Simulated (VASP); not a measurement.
# FeO (Fm-3m) in VASP: further runs

The runs below take FeO through single point, with PBE.

All numbers are computed with VASP 6.6.1; they aren't measurements. Logs are shortened: lines on timing, memory, paths and dates and some standing lists are left out, and cuts for length are marked.

## Step 1: The cell of the first run

The structure is cubic, space group Fm-3m (No. 225). Conventional cell: a = 4.311 Å, b = 4.311 Å, c = 4.311 Å, α = 90.00°, β = 90.00°, γ = 90.00°. Within 2.9 Å of Fe (site symmetry m-3m) lie 6 O at 2.16 Å. Within 2.9 Å of O (site symmetry m-3m) lie 6 Fe at 2.16 Å.

## Step 2: Single point, PBE, collinear spin, zero start

Input file INCAR:

```
SYSTEM = FeO
  ALGO = Normal
  EDIFF = 1E-6
  ENCUT = 600
  GGA = PE
  GGA_COMPAT = .FALSE.
  ISIF = 2
  ISMEAR = -1
  ISPIN = 2
  LASPH = .TRUE.
  LCHARG = .FALSE.
  LMAXMIX = 4
  LORBIT = 11
  LREAL = .FALSE.
  LWAVE = .FALSE.
  MAGMOM = 0 0
  NBANDS = 18
  NELM = 200
  NUPDOWN = 0.0
  PREC = Accurate
  SIGMA = 0.15
```

Input file KPOINTS:

```
k-points
0
G
  9 9 9
  0 0 0
```

Input file POSCAR:

```
FeO
1.0
    0.0000000000      2.1554000000      2.1554000000
    2.1554000000      0.0000000000      2.1554000000
    2.1554000000      2.1554000000      0.0000000000
Fe O
1 1
Direct
    0.0000000000      0.0000000000      0.0000000000
    0.5000000000      0.5000000000      0.5000000000
```

Potentials or basis: VASP PAW PBE potentials, release 64 (Fe, O).

Command:

```sh
$ cat potpaw_PBE.64/Fe/POTCAR potpaw_PBE.64/O/POTCAR > POTCAR
$ mpirun -np 1 vasp_std > vasp.out
```

OUTCAR:

```text
SYSTEM = FeO
   EDIFF = 1E-6
   ENCUT = 600
   GGA = PE
   ISIF = 2
   ISMEAR = -1
   ISPIN = 2
   LASPH = .TRUE.
   LORBIT = 11
   LREAL = .FALSE.
   NELM = 200
   NUPDOWN = 0.0
   PREC = Accurate

 ion  position               nearest neighbor table
   1  0.000  0.000  0.000-   2 2.16   2 2.16   2 2.16   2 2.16   2 2.16   2 2.16
   2  0.500  0.500  0.500-   1 2.16   1 2.16   1 2.16   1 2.16   1 2.16   1 2.16

  LATTYP: Found a face centered cubic cell.
 ALAT       =     4.3108000000

  Lattice vectors:

 A1 = (   0.0000000000,   2.1554000000,   2.1554000000)
 A2 = (   2.1554000000,   0.0000000000,   2.1554000000)
 A3 = (   2.1554000000,   2.1554000000,   0.0000000000)

Analysis of symmetry for initial positions (statically):
=====================================================================
 Subroutine PRICEL returns:
 Original cell was already a primitive cell.

 Routine SETGRP: Setting up the symmetry group for a
 face centered cubic supercell.

 Subroutine GETGRP returns: Found 48 space group operations
 (whereof 48 operations were pure point group operations)
 out of a pool of 48 trial point group operations.

The static configuration has the point symmetry O_h .

Analysis of symmetry for dynamics (positions and initial velocities):
=====================================================================
 Subroutine PRICEL returns:
 Original cell was already a primitive cell.

 Routine SETGRP: Setting up the symmetry group for a
 face centered cubic supercell.

 Subroutine GETGRP returns: Found 48 space group operations
 (whereof 48 operations were pure point group operations)
 out of a pool of 48 trial point group operations.

The dynamic configuration has the point symmetry O_h .

Analysis of structural, dynamic, and magnetic symmetry:
=====================================================================
 Subroutine PRICEL returns:
 Original cell was already a primitive cell.

 Routine SETGRP: Setting up the symmetry group for a
 face centered cubic supercell.

 Subroutine GETGRP returns: Found 48 space group operations
 (whereof 48 operations were pure point group operations)
 out of a pool of 48 trial point group operations.

The overall configuration has the point symmetry O_h .

 Subroutine INISYM returns: Found 48 space group operations
 (whereof 48 operations are pure point group operations),
 and found     1 'primitive' translations
[... 108 lines left out ...]
   EMIN   =  10.00;   EMAX   =-10.00  energy-range for DOS
   EFERMI =   0.00;   METHOD = LEGACY
   ISMEAR =    -1;   SIGMA  =   0.15  broadening in eV -4-tet -1-fermi 0-gaus
   EFERMI_NEDOS =   21; number of points for ismear=-14 and -15
   IALGO  =     38    algorithm
   IMIX   =      4    mixing-type and parameters
     AMIX     =   0.40;   BMIX     =  1.00
     AMIX_MAG =   1.60;   BMIX_MAG =  1.00
  volume/ion in A,a.u.               =      10.01        67.57
  Fermi-wavevector in a.u.,A,eV,Ry     =   1.452935  2.745650 28.722187  2.111021
  Thomas-Fermi vector in A             =   2.570260
   LORBIT       =     11    0 simple, 1 ext, 2 COOP (PROOUT), +10 PAW based schemes
   GGA     = PE    functional components
   LHFCALC =     F    Hartree Fock is set to
   AEXX    =    0.0000 exact exchange contribution
   IVDW    =     0    specifies the selected vdW correction
   LEPSILON=     F    determine dielectric tensor
   LRPA    =     F    only Hartree local field effects (RPA)
 spin polarized calculation
  energy-cutoff  :      600.00
  volume of cell :       20.03
 maximum number of plane-waves:       680
   NGX = 13   NGY = 13   NGZ = 13

 number of electron      13.9999999 magnetization      -0.0000000

 number of electron      13.9999999 magnetization       0.0000000

 Free energy of the ion-electron system (eV)
  ---------------------------------------------------
  ext. energy  EPLUGINS =         0.00000000
  ---------------------------------------------------
  free energy    TOTEN  =       -13.74748338 eV

  energy without entropy =      -13.35972815  energy(sigma->0) =      -13.55360577

 E-fermi :   5.5422     XC(G=0): -12.2222

 val. band max:        5.5386978942   @ k =   0.4444   0.3333   0.0000
 cond. band min:       5.5463922571   @ k =  -0.3333   0.4444   0.2222
 fundamental gap:      0.0076943629
 Fermi energy:         5.5421237326

 spin component 1

 k-point     1 :       0.0000    0.0000    0.0000
  band No.  band energies     occupation
      1     -14.9176      1.00000
      2       1.9186      1.00000
      3       1.9186      1.00000
      4       1.9186      1.00000
      5       4.2182      0.99985
      6       4.2183      0.99985
[... 493 lines left out ...]
     17      35.9856      0.00000
     18      35.9856      0.00000

 [... further k-points ...]

 spin component 2

 k-point     1 :       0.0000    0.0000    0.0000
  band No.  band energies     occupation
      1     -14.9176      1.00000
      2       1.9187      1.00000
      3       1.9187      1.00000
      4       1.9187      1.00000
      5       4.2187      0.99985
      6       4.2189      0.99985
[... 493 lines left out ...]
     17      35.9856      0.00000
     18      35.9856      0.00000

 [... further k-points ...]
[... 5 lines left out ...]
  --------------------------------------------------------------------------------------
  -------------------------------------------------------------------------------------
  Total       -2.8958592     -2.8958592     -2.8958592     -0.0000000      0.0000000     -0.0000000
  in kB     -231.6724546   -231.6724546   -231.6724546     -0.0000000      0.0000000     -0.0000000
  external PRESSURE =    -231.6724546 kB  Pullay stress =       0.0000000 kB

 VOLUME and BASIS-vectors are now :
 -----------------------------------------------------------------------------
  energy-cutoff  :      600.00
  volume of cell :       20.03
      direct lattice vectors                 reciprocal lattice vectors
     0.000000000  2.155400000  2.155400000    -0.231975503  0.231975503  0.231975503
     2.155400000  0.000000000  2.155400000     0.231975503 -0.231975503  0.231975503
     2.155400000  2.155400000  0.000000000     0.231975503  0.231975503 -0.231975503

 POSITION                                       TOTAL-FORCE (eV/Angst)
 -----------------------------------------------------------------------------------
      0.00000      0.00000      0.00000         0.000000      0.000000      0.000000
      2.15540      2.15540      2.15540         0.000000      0.000000      0.000000
 -----------------------------------------------------------------------------------
    total drift:                                0.000000     -0.000000     -0.000000

  FREE ENERGIE OF THE ION-ELECTRON SYSTEM (eV)
  ---------------------------------------------------
  free  energy   TOTEN  =       -13.7474833812 eV

  energy  without entropy=      -13.3597281533  energy(sigma->0) =      -13.55360577

 total charge

# of ion       s       p       d       tot
------------------------------------------
    1        0.259   0.319   6.279   6.857
    2        1.551   3.370   0.000   4.921
--------------------------------------------------
tot          1.811   3.688   6.279  11.778

 magnetization (x)

# of ion       s       p       d       tot
------------------------------------------
    1       -0.000  -0.000  -0.000  -0.000
    2       -0.000   0.000   0.000   0.000
--------------------------------------------------
tot         -0.000   0.000  -0.000   0.000
```

OSZICAR:

```text
N       E                     dE             d eps       ncg     rms          rms(c)
DAV:   1     0.747783628614E+02    0.74778E+02   -0.76154E+03  2688   0.104E+03
DAV:   2    -0.113733785127E+02   -0.86152E+02   -0.74682E+02  2576   0.217E+02
DAV:   3    -0.161715844369E+02   -0.47982E+01   -0.45692E+01  2938   0.538E+01
DAV:   4    -0.162087612497E+02   -0.37177E-01   -0.37136E-01  2976   0.456E+00
DAV:   5    -0.162090189101E+02   -0.25766E-03   -0.25765E-03  3016   0.395E-01    0.132E+01
DAV:   6    -0.160642435849E+02    0.14478E+00   -0.20701E+01  3254   0.545E+01    0.180E+01
DAV:   7    -0.138703787486E+02    0.21939E+01   -0.15562E+01  3276   0.480E+01    0.500E+00
DAV:   8    -0.137581732184E+02    0.11221E+00   -0.62297E-01  3500   0.984E+00    0.150E+00
DAV:   9    -0.137480808505E+02    0.10092E-01   -0.38628E-02  3298   0.244E+00    0.296E-01
DAV:  10    -0.137477031248E+02    0.37773E-03   -0.69429E-03  3644   0.108E+00    0.164E-01
DAV:  11    -0.137474868473E+02    0.21628E-03   -0.59747E-04  3724   0.273E-01    0.634E-02
DAV:  12    -0.137474872423E+02   -0.39501E-06   -0.92398E-05  3466   0.838E-02    0.151E-02
DAV:  13    -0.137474839045E+02    0.33379E-05   -0.71611E-06  3262   0.250E-02    0.894E-03
DAV:  14    -0.137474833812E+02    0.52323E-06   -0.21622E-06  2378   0.216E-02
   1 F= -.13747483E+02 E0= -.13553606E+02  d E =-.387755E+00  mag=    -0.0000
```

stdout:

```text
POSCAR found type information on POSCAR FeO
 POSCAR found :  2 types and       2 ions
 scaLAPACK will be used
 LDA part: xc-table for (Slater+PW92), standard interpolation
 POSCAR, INCAR and KPOINTS ok, starting setup
 FFT: planning ... GRIDC
 FFT: planning ... GRID_SOFT
 FFT: planning ... GRID
 WAVECAR not read
 entering main loop
```

Run time: 12 s. Hardware: 1 thread of Intel Xeon 6975P-C (Granite Rapids), shared host; peak memory 0.16 GiB.

Results:

```yaml
Free_energy: -13.7475 eV
Pressure: -23.2 GPa
Net_moment: 0.00 μB per cell
Valence_electrons_inside_the_program's_atomic_spheres: Fe 6.86; O 4.92
```

Caveat: the cell stands under tension; the total moment is fixed, so each spin has its own Fermi level.

## Step 3: Single point, PBE, collinear spin, ferromagnetic start

Input file INCAR:

```
SYSTEM = FeO
ALGO     = Normal         ! electronic algorithm
EDIFF    = 1E-6           ! SCF threshold, eV
ENCUT    = 600            ! plane-wave cutoff, eV
GGA      = PE             ! functional
GGA_COMPAT= .FALSE.      
ISIF     = 2              ! what is computed and relaxed
ISMEAR   = -1             ! smearing method
ISPIN    = 2              ! spin polarisation
LASPH    = .TRUE.         ! aspherical terms in the spheres
LCHARG   = .FALSE.        ! write CHGCAR
LMAXMIX  = 4              ! l up to which the mixer works
LORBIT   = 11             ! projections on sites
LREAL    = .FALSE.        ! projectors in reciprocal space
LWAVE    = .FALSE.        ! write WAVECAR
MAGMOM   = 0.82 -0.01     ! initial moments
NBANDS   = 18             ! bands
NELM     = 200            ! most SCF steps
NUPDOWN  = 0.8            ! fixed moment
PREC     = Accurate       ! precision mode
SIGMA    = 0.15           ! smearing width, eV
```

KPOINTS is that of step 2.

POSCAR is that of step 2.

Potentials or basis: VASP PAW PBE potentials, release 64 (Fe, O).

Command:

```sh
$ cat potpaw_PBE.64/Fe/POTCAR potpaw_PBE.64/O/POTCAR > POTCAR
$ mpirun -np 1 vasp_std > vasp.out
```

It took 24 s on 1 thread of Intel Xeon 6975P-C (Granite Rapids), shared host; peak memory 0.16 GiB.

It converged, with:

| Property | Result |
| --- | --- |
| Free energy | -13.8378 eV |
| Pressure | -22.3 GPa |
| Net moment | 0.80 μB per cell |
| Site moments | Fe +0.81; O -0.02 μB |
| Valence electrons inside the program's atomic spheres | Fe 6.85; O 4.92 |

Caveat: the cell stands under tension; the total moment is fixed, so each spin has its own Fermi level and the state may be an excited one; a cell with one magnetic atom can't hold antiferromagnetic order, which such compounds often take.
